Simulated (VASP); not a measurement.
Set up this calculation in VASP 6.6.1, as the native input.

```
Task                   : single point
Functional             : PBEsol
Potentials or basis    : VASP PAW PBE potentials, release 64 (Y_sv, Sn_d)
Cutoff                 : 520 eV
k mesh                 : 8 × 8 × 8
Occupations            : fermi-dirac, width 0.05 eV
Spin                   : no spin polarisation
Dipole correction      : no
Further INCAR settings : ALGO = Normal; EDIFF = 1e-07; NBANDS = 34
```

The structure of YSn3 lies in POSCAR:

```
YSn3
1.0
    4.6660000000      0.0000000000      0.0000000000
    0.0000000000      4.6660000000      0.0000000000
    0.0000000000      0.0000000000      4.6660000000
Y Sn
1 3
Direct
    0.0000000000      0.0000000000      0.0000000000
    0.0000000000      0.5000000000      0.5000000000
    0.5000000000      0.0000000000      0.5000000000
    0.5000000000      0.5000000000      0.0000000000
```

One way to write it, as run:

INCAR

```
PREC = Accurate ; ENCUT = 520
EDIFF = 1E-7 ; ISMEAR = -1
SIGMA = 0.05 ; LREAL = False
LASPH = True ; NELM = 100
ALGO = Normal ; ISIF = 2
LWAVE = False ; LCHARG = False
GGA = PS ; NBANDS = 34
```

KPOINTS

```
regular mesh
0
Gamma
  8 8 8
```

Potentials or basis: VASP PAW PBE potentials, release 64 (Y_sv, Sn_d).

Run with:

```sh
$ cat potpaw_PBE.64/Y_sv/POTCAR potpaw_PBE.64/Sn_d/POTCAR > POTCAR
$ mpirun -np 1 vasp_std > vasp.out
```

Results of the run:

```
Pressure : -0.9 GPa
```

Caveat: the PAW data sets were made with another functional, which shifts forces and pressure a little.

It took 45 s on 1 thread of Intel(R) Xeon(R) 6975P-C (Granite Rapids), with other jobs on the host, peak memory 0.27 GiB.
